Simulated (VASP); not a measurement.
# VSi2 (P6_422) in VASP: notebook

Runs on VSi2. Level: PBE. Tasks: single point.

Everything below comes from runs of VASP 6.6.1. Logs are shortened: lines on timing, memory, paths and dates and some standing lists are left out, and cuts for length are marked.

## Step 1: The cell of the first run

It takes space group P6_422 (No. 181, hexagonal). The conventional cell has a = 4.500 Å, b = 4.500 Å, c = 6.464 Å, α = 90.00°, β = 90.00°, γ = 120.00°. Within 3.3 Å of V (site symmetry 222) lie 10 Si at 2.51 to 2.60 Å and 4 V at 3.12 Å. Si (site symmetry 2) has 5 V at 2.51 to 2.60 Å and 9 Si at 2.52 to 3.12 Å within 3.3 Å.

## Step 2: Single point, PBE (strained)

The input, INCAR:

```
ALGO = Normal
EDIFF = 1E-6
ENCUT = 520
GGA = PE
ISIF = 2
ISMEAR = 0
LASPH = T
LCHARG = T
LELF = T
LREAL = F
LVHAR = T
LWAVE = F
NBANDS = 42
NELM = 80
PREC = Accurate
SIGMA = 0.1
```

The input, KPOINTS:

```
k-points
0
Gamma
  9 9 6
```

The input, POSCAR:

```
VSi2
1.0
    4.4997594359      0.0000000000      0.0000000000
   -2.2498797180      3.8969059824      0.0000000000
    0.0000000000      0.0000000000      6.4640878080
V Si
3 6
Direct
    0.5000000000      0.0000000000      0.0000000000
    0.5000000000      0.5000000000      0.6666666667
    0.0000000000      0.5000000000      0.3333333333
    0.1672391985      0.3344783969      0.0000000000
    0.8327608015      0.1672391985      0.6666666667
    0.6655216031      0.8327608015      0.3333333333
    0.8327608015      0.6655216031      0.0000000000
    0.1672391985      0.8327608015      0.6666666667
    0.3344783969      0.1672391985      0.3333333333
```

Potentials or basis: VASP PAW PBE potentials, release 64 (V_sv, Si).

Command:

```bash
$ cat potpaw_PBE.64/V_sv/POTCAR potpaw_PBE.64/Si/POTCAR > POTCAR
$ mpirun -np 1 vasp_std > vasp.out
```

OUTCAR:

```text
EDIFF = 1E-6
   ENCUT = 520
   GGA = PE
   ISIF = 2
   ISMEAR = 0
   LASPH = T
   LREAL = F
   NELM = 80
   PREC = Accurate

 ion  position               nearest neighbor table
   1  0.500  0.000  0.000-   5 2.51   8 2.51   6 2.51   9 2.51   7 2.59   4 2.59   7 2.60   4 2.60
                             4 2.60   7 2.60
   2  0.500  0.500  0.667-   4 2.51   7 2.51   6 2.51   9 2.51   8 2.59   5 2.59   8 2.60   5 2.60
                             8 2.60   5 2.60
   3  0.000  0.500  0.333-   4 2.51   7 2.51   5 2.51   8 2.51   6 2.59   9 2.59   9 2.60   6 2.60
                             6 2.60   9 2.60
   4  0.167  0.334  0.000-   2 2.51   3 2.51   9 2.52   5 2.52   1 2.59   7 2.59   7 2.59   1 2.60
                             1 2.60   7 2.61   6 3.11   8 3.11   6 3.12   8 3.12
   5  0.833  0.167  0.667-   1 2.51   3 2.51   4 2.52   6 2.52   2 2.59   8 2.59   8 2.59   2 2.60
                             2 2.60   8 2.61   7 3.11   9 3.11   7 3.12   9 3.12
   6  0.666  0.833  0.333-   1 2.51   2 2.51   7 2.52   5 2.52   3 2.59   9 2.59   9 2.59   3 2.60
                             3 2.60   9 2.61   4 3.11   8 3.11   4 3.12   8 3.12
   7  0.833  0.666  0.000-   2 2.51   3 2.51   6 2.52   8 2.52   1 2.59   4 2.59   4 2.59   1 2.60
                             1 2.60   4 2.61   9 3.11   5 3.11   9 3.12   5 3.12
   8  0.167  0.833  0.667-   1 2.51   3 2.51   7 2.52   9 2.52   2 2.59   5 2.59   5 2.59   2 2.60
                             2 2.60   5 2.61   4 3.11   6 3.11   4 3.12   6 3.12
   9  0.334  0.167  0.333-   1 2.51   2 2.51   4 2.52   8 2.52   3 2.59   6 2.59   6 2.59   3 2.60
                             3 2.60   6 2.61   7 3.11   5 3.11   7 3.12   5 3.12

  LATTYP: Found a hexagonal cell.
 ALAT       =     4.4997594359
 C/A-ratio  =     1.4365407529

  Lattice vectors:

 A1 = (   4.4997594359,   0.0000000000,   0.0000000000)
 A2 = (  -2.2498797180,   3.8969059824,   0.0000000000)
 A3 = (   0.0000000000,   0.0000000000,   6.4640878080)

Analysis of symmetry for initial positions (statically):
=====================================================================
 Subroutine PRICEL returns:
 Original cell was already a primitive cell.

 Routine SETGRP: Setting up the symmetry group for a
 hexagonal supercell.

 Subroutine GETGRP returns: Found 12 space group operations
 (whereof  4 operations were pure point group operations)
 out of a pool of 24 trial point group operations.

The static configuration has the point symmetry D_2 .
 The point group associated with its full space group is D_6 .

Analysis of symmetry for dynamics (positions and initial velocities):
=====================================================================
 Subroutine PRICEL returns:
 Original cell was already a primitive cell.

 Routine SETGRP: Setting up the symmetry group for a
[... 134 lines left out ...]
   EMIN   =  10.00;   EMAX   =-10.00  energy-range for DOS
   EFERMI =   0.00;   METHOD = LEGACY
   ISMEAR =     0;   SIGMA  =   0.10  broadening in eV -4-tet -1-fermi 0-gaus
   EFERMI_NEDOS =   21; number of points for ismear=-14 and -15
   IALGO  =     38    algorithm
   IMIX   =      4    mixing-type and parameters
     AMIX     =   0.40;   BMIX     =  1.00
     AMIX_MAG =   1.60;   BMIX_MAG =  1.00
  volume/ion in A,a.u.               =      12.59        84.99
  Fermi-wavevector in a.u.,A,eV,Ry     =   1.346014  2.543597 24.650399  1.811753
  Thomas-Fermi vector in A             =   2.473880
   LORBIT       =      0    0 simple, 1 ext, 2 COOP (PROOUT), +10 PAW based schemes
   GGA     = PE    functional components
   LHFCALC =     F    Hartree Fock is set to
   AEXX    =    0.0000 exact exchange contribution
   IVDW    =     0    specifies the selected vdW correction
   LEPSILON=     F    determine dielectric tensor
   LRPA    =     F    only Hartree local field effects (RPA)
 non-spin polarized calculation
 Gauss-broadening in eV      SIGMA  =   0.10
  energy-cutoff  :      520.00
  volume of cell :      113.35
 maximum number of plane-waves:      3115
 NGX is ok and might be reduce to    36
   NGX = 17   NGY = 17   NGZ = 25

 number of electron      62.9999987 magnetization

 Free energy of the ion-electron system (eV)
  ---------------------------------------------------
  ext. energy  EPLUGINS =         0.00000000
  ---------------------------------------------------
  free energy    TOTEN  =       -63.77274809 eV

  energy without entropy =      -63.73743120  energy(sigma->0) =      -63.75508965

 E-fermi :  11.4236     XC(G=0): -12.2519

 val. band max:       11.4123582005   @ k =   0.3333   0.2222   0.5000
 cond. band min:      11.4411473119   @ k =   0.2222   0.2222   0.0000
 fundamental gap:      0.0287891114
 Fermi energy:        11.4236474734

 k-point     1 :       0.0000    0.0000    0.0000
  band No.  band energies     occupation
      1     -52.5063      2.00000
      2     -52.4908      2.00000
      3     -52.4908      2.00000
      4     -26.5073      2.00000
      5     -26.5073      2.00000
      6     -26.4350      2.00000
[... 1069 lines left out ...]
     41      14.8233      0.00000
     42      15.1873      0.00000

 [... further k-points ...]

------------------------ aborting loop because EDIFF is reached ----------------------------------------

  FORCE on cell =-STRESS in cart. coord.  units (eV):
  Direction    XX          YY          ZZ          XY          YZ          ZX
  --------------------------------------------------------------------------------------
  -------------------------------------------------------------------------------------
  Total        3.6105478      3.6105478     -2.5917750     -0.0000000      0.0000000     -0.0000000
  in kB       51.0348928     51.0348928    -36.6345956     -0.0000000      0.0000000     -0.0000000
  external PRESSURE =      21.8117300 kB  Pullay stress =       0.0000000 kB

 VOLUME and BASIS-vectors are now :
 -----------------------------------------------------------------------------
  energy-cutoff  :      520.00
  volume of cell :      113.35
      direct lattice vectors                 reciprocal lattice vectors
     4.499759436  0.000000000  0.000000000     0.222234103  0.128306919  0.000000000
    -2.249879718  3.896905982  0.000000000     0.000000000  0.256613838  0.000000000
     0.000000000  0.000000000  6.464087808     0.000000000  0.000000000  0.154700869

 POSITION                                       TOTAL-FORCE (eV/Angst)
 -----------------------------------------------------------------------------------
      2.24988      0.00000      0.00000         0.000000      0.000000      0.000000
      1.12494      1.94845      4.30939         0.000000      0.000000     -0.000000
     -1.12494      1.94845      2.15470         0.000000      0.000000     -0.000000
      0.00000      1.30343      0.00000         0.000000     -0.476828      0.000000
      3.37096      0.65172      4.30939         0.412945     -0.238414      0.000000
      1.12108      3.24519      2.15470         0.412945      0.238414      0.000000
      2.24988      2.59348      0.00000        -0.000000      0.476828      0.000000
     -1.12108      3.24519      4.30939        -0.412945      0.238414      0.000000
      1.12880      0.65172      2.15470        -0.412945     -0.238414      0.000000
 -----------------------------------------------------------------------------------
    total drift:                               -0.000000      0.000000      0.000001

  FREE ENERGIE OF THE ION-ELECTRON SYSTEM (eV)
  ---------------------------------------------------
  free  energy   TOTEN  =       -63.7727480855 eV

  energy  without entropy=      -63.7374312046  energy(sigma->0) =      -63.75508965
```

Run time: 99 s. Hardware: 1 thread of Intel Xeon 6975P-C (Granite Rapids), shared host; peak memory 0.33 GiB.

What came out:

```yaml
Free_energy: -63.7727 eV
Pressure: 2.2 GPa
Largest_force: 0.477 eV/Å
Band_gap_on_the_k_mesh: zero (an odd number of electrons rules out a gap without spin polarisation)
```

Forces on the atoms (eV/Å):
```
V    0.000  0.000  0.000
V    0.000  0.000  0.000
V    0.000  0.000  0.000
Si   0.000 -0.477  0.000
Si   0.413 -0.238  0.000
Si   0.413  0.238  0.000
Si   0.000  0.477  0.000
Si  -0.413  0.238  0.000
Si  -0.413 -0.238  0.000
```

Caveat: the cell differs from its parent crystal (strained).

## Step 3: Single point, PBE (strained)

The input, INCAR:

```
ALGO = Normal
EDIFF = 1E-6
ENCUT = 520
GGA = PE
ISIF = 2
ISMEAR = 0
LASPH = True
LCHARG = False
LREAL = False
LWAVE = False
NBANDS = 42
NELM = 60
PREC = Accurate
SIGMA = 0.1
```

KPOINTS is that of step 2.

The input, POSCAR:

```
VSi2
1.0
    4.6075813668      0.0000000000      0.0000000000
   -2.3037906834      3.9902825136      0.0000000000
    0.0000000000      0.0000000000      6.2319321600
V Si
3 6
Direct
    0.5000000000      0.0000000000      0.0000000000
    0.5000000000      0.5000000000      0.6666666667
    0.0000000000      0.5000000000      0.3333333333
    0.2012599873      0.4025199746      0.0000000000
    0.7987400127      0.2012599873      0.6666666667
    0.5974800254      0.7987400127      0.3333333333
    0.7987400127      0.5974800254      0.0000000000
    0.2012599873      0.7987400127      0.6666666667
    0.4025199746      0.2012599873      0.3333333333
```

Potentials or basis: VASP PAW PBE potentials, release 64 (V_sv, Si).

Command:

```bash
$ cat potpaw_PBE.64/V_sv/POTCAR potpaw_PBE.64/Si/POTCAR > POTCAR
$ mpirun -np 1 vasp_std > vasp.out
```

Run time: 91 s. Hardware: 1 thread of Intel Xeon 6975P-C (Granite Rapids), shared host; peak memory 0.33 GiB.

It converged, with:

| Property | Result |
| --- | --- |
| Free energy | -60.8146 eV |
| Pressure | 11.5 GPa |
| Largest force | 3.010 eV/Å |
| Band gap on the k mesh | zero (an odd number of electrons rules out a gap without spin polarisation) |

Forces in eV/Å, atoms in the order of the input:
```
V    0.000  0.000  0.000
V    0.000  0.000  0.000
V    0.000  0.000  0.000
Si   0.000 -3.010  0.000
Si   2.606 -1.505  0.000
Si   2.606  1.505  0.000
Si   0.000  3.010  0.000
Si  -2.606  1.505  0.000
Si  -2.606 -1.505  0.000
```

Stress tensor (GPa, compression positive):
```
12.10  0.00  0.00
 0.00 12.10  0.00
 0.00  0.00 10.40
```

Levels at points of the mesh, in eV from the Fermi level:
| k point | band 29 | band 30 | band 31 | band 32 | band 33 | band 34 |
| --- | --- | --- | --- | --- | --- | --- |
| (0.00, 0.00, 0.00) | -1.74 | -1.40 | -1.33 | -1.33 | -0.19 | 1.91 |
| (0.00, 0.00, 0.50) | -1.51 | -0.70 | -0.27 | 0.33 | 0.33 | 1.97 |

Caveat: the cell differs from its parent crystal (strained); the cell stands under pressure; forces of over 1 eV/Å act on the atoms, so gaps and moduli don't describe the material at rest.

## Step 4: Single point, PBE

This run uses another cell than the first one, of 12.82 Å³/atom.

The input, INCAR:

```
PREC = Accurate
ENCUT = 520
EDIFF = 1E-6
ISMEAR = 0
SIGMA = 0.1
LREAL = False
LASPH = True
NELM = 100
ALGO = Normal
ISIF = 2
LWAVE = False
LCHARG = True
GGA = PE
LELF = True
LVHAR = True
NBANDS = 42
```

The input, KPOINTS:

```
Automatic mesh
0
Gamma
  9 9 6
```

The input, POSCAR:

```
VSi2
1.0
    4.5726009694      0.0000000000      0.0000000000
   -2.2863004847      3.9599886008      0.0000000000
    0.0000000000      0.0000000000      6.3744000000
V Si
3 6
Direct
    0.5000000000      0.0000000000      0.0000000000
    0.5000000000      0.5000000000      0.6666666667
    0.0000000000      0.5000000000      0.3333333333
    0.1626000000      0.3252000000      0.0000000000
    0.8374000000      0.1626000000      0.6666666667
    0.6748000000      0.8374000000      0.3333333333
    0.8374000000      0.6748000000      0.0000000000
    0.1626000000      0.8374000000      0.6666666667
    0.3252000000      0.1626000000      0.3333333333
```

Command:

```bash
$ cat potpaw_PBE.64/V_sv/POTCAR potpaw_PBE.64/Si/POTCAR > POTCAR
$ mpirun -np 1 vasp_std > vasp.out
```

Wall time 96 s (1 thread of Intel Xeon 6975P-C (Granite Rapids), shared host); peak memory 0.32 GiB.

It converged, with:

* Free energy: -63.8907 eV
* Pressure: -0.7 GPa
* Largest force: 0.020 eV/Å
* Band gap on the k mesh: zero (an odd number of electrons rules out a gap without spin polarisation)

Forces on the atoms (eV/Å):
```
V    0.000  0.000  0.000
V    0.000  0.000  0.000
V    0.000  0.000  0.000
Si   0.000  0.020  0.000
Si  -0.018  0.010  0.000
Si  -0.018 -0.010  0.000
Si   0.000 -0.020  0.000
Si   0.018 -0.010  0.000
Si   0.018  0.010  0.000
```

Stress tensor (GPa, compression positive):
```
-0.71  0.00  0.00
 0.00 -0.71  0.00
 0.00  0.00 -0.62
```

Levels at points of the mesh, in eV from the Fermi level:
```
           k point  band 28  band 29  band 30  band 31  band 32  band 33  band 34  band 35  band 36  band 37
(0.00, 0.00, 0.00)    -2.11    -2.11    -1.79    -1.79    -1.70     0.36     2.06     2.39     2.39     2.46
(0.00, 0.00, 0.50)    -1.97    -1.84    -1.84    -1.55     0.54     0.54     2.04     2.42     2.47     2.53
```

## Step 5: Single point, PBE (strained)

The input, INCAR:

```
SYSTEM = VSi2
  ALGO = Normal
  EDIFF = 1E-7
  ENCUT = 520
  GGA = PE
  ISIF = 2
  ISMEAR = 0
  LASPH = .True.
  LCHARG = .False.
  LREAL = .False.
  LWAVE = .False.
  NBANDS = 42
  NELM = 60
  PREC = Accurate
  SIGMA = 0.1
```

The input, KPOINTS:

```
k-points
0
Gamma
  9 9 6
  0 0 0
```

The input, POSCAR:

```
VSi2
1.0
    4.6324563160      0.0000000000      0.0000000000
   -2.3162281580      4.0118248516      0.0000000000
    0.0000000000      0.0000000000      6.5534568960
V Si
3 6
Direct
    0.5000000000      0.0000000000      0.0000000000
    0.5000000000      0.5000000000      0.6666666667
    0.0000000000      0.5000000000      0.3333333333
    0.1857959924      0.3715919847      0.0000000000
    0.8142040076      0.1857959924      0.6666666667
    0.6284080153      0.8142040076      0.3333333333
    0.8142040076      0.6284080153      0.0000000000
    0.1857959924      0.8142040076      0.6666666667
    0.3715919847      0.1857959924      0.3333333333
```

Command:

```bash
$ cat potpaw_PBE.64/V_sv/POTCAR potpaw_PBE.64/Si/POTCAR > POTCAR
$ mpirun -np 1 vasp_std > vasp.out
```

It took 1.7 min on 1 thread of Intel Xeon 6975P-C (Granite Rapids), shared host; peak memory 0.34 GiB.

Results (log left out):

- Free energy: -62.5858 eV
- Pressure: -5.8 GPa
- Largest force: 1.821 eV/Å
- Band gap on the k mesh: zero (an odd number of electrons rules out a gap without spin polarisation)

Forces on the atoms (eV/Å):
```
V    0.000  0.000  0.000
V    0.000  0.000  0.000
V    0.000  0.000  0.000
Si   0.000 -1.821  0.000
Si   1.577 -0.911  0.000
Si   1.577  0.911  0.000
Si   0.000  1.821  0.000
Si  -1.577  0.911  0.000
Si  -1.577 -0.911  0.000
```

Stress tensor (GPa, compression positive):
```
 -3.23   0.00   0.00
  0.00  -3.23   0.00
  0.00   0.00 -10.96
```

Levels at points of the mesh, in eV from the Fermi level:
```
           k point  band 27  band 28  band 29  band 30  band 31  band 32  band 33  band 34  band 35  band 36
(0.00, 0.00, 0.00)    -2.09    -1.96    -1.96    -1.48    -1.37    -1.37     0.00     2.05     2.05     2.05
(0.00, 0.00, 0.50)    -2.15    -1.49    -1.49    -1.01    -0.97     0.25     0.25     1.87     2.03     2.11
```

Caveat: the cell differs from its parent crystal (strained); the cell stands under tension; forces of over 1 eV/Å act on the atoms, so gaps and moduli don't describe the material at rest.

## Step 6: Overview

```tsv
cell	gap on the mesh (eV)	pressure (GPa)	largest force (eV/Å)
a = 4.500, b = 4.500, c = 6.464 Å, angles 90.0, 90.0, 120.0°, 9 atoms, atomic positions A	none	2.2	0.48
a = 4.608, b = 4.608, c = 6.232 Å, angles 90.0, 90.0, 120.0°, 9 atoms, atomic positions B	none	11.5	3.01
a = 4.573, b = 4.573, c = 6.374 Å, angles 90.0, 90.0, 120.0°, 9 atoms, atomic positions C	none	-0.7	0.02
a = 4.632, b = 4.632, c = 6.553 Å, angles 90.0, 90.0, 120.0°, 9 atoms, atomic positions D	none	-5.8	1.82
```

Alike in all rows: task single point; level PBE; potentials or basis VASP PAW PBE potentials, release 64 (V_sv, Si); no spin polarisation; k mesh 9 × 9 × 6; cutoff (eV) 520; smearing gaussian 0.1 eV.

Caveats: forces of over 1 eV/Å act on the atoms, so gaps and moduli don't describe the material at rest (at least some runs); the cell stands under pressure (at least some runs); the cell stands under tension (at least some runs).

Total energies depend on the potentials used, so only differences within one code and one set of settings carry meaning.
